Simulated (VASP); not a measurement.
Input of a VASP 6.6.1 run:

INCAR

```
SYSTEM = VSe
  PREC = Accurate
  ENCUT = 500
  EDIFF = 1E-6
  ISMEAR = 0
  SIGMA = 0.05
  LREAL = .FALSE.
  LASPH = .TRUE.
  NELM = 200
  ALGO = Normal
  ISIF = 2
  LWAVE = .FALSE.
  LCHARG = .FALSE.
  ISPIN = 2
  MAGMOM = 3.1 -0.19
  LORBIT = 11
  NUPDOWN = 3.0
  LMAXMIX = 4
  LDAU = .TRUE.
  LDAUTYPE = 2
  LDAUL = 2 -1
  LDAUU = 5 0
  LDAUJ = 0 0
  LDAUPRINT = 1
  GGA = CA
  NBANDS = 20
  GGA_COMPAT = .FALSE.
```

Contents of KPOINTS:

```
Automatic mesh
0
G
  6 6 6
  0 0 0
```

The input POSCAR:

```
VSe
1.0
    3.3195141700      0.0000000000      0.0000000000
    0.0000000000      3.3195141700      0.0000000000
    0.0000000000      0.0000000000      3.3195141700
V Se
1 1
Direct
    0.0000000000      0.0000000000      0.0000000000
    0.5000000000      0.5000000000      0.5000000000
```

Potentials or basis: VASP PAW LDA potentials, release 64 (V_sv, Se).

Command:

```bash
$ cat potpaw_LDA.64/V_sv/POTCAR potpaw_LDA.64/Se/POTCAR > POTCAR
$ mpirun -np 1 vasp_std > vasp.out
```

(1) Predict the pressure.

Results:

(1) -6.2 GPa.

Caveat: the cell stands under tension; the total moment is fixed, so each spin has its own Fermi level and the state may be an excited one.
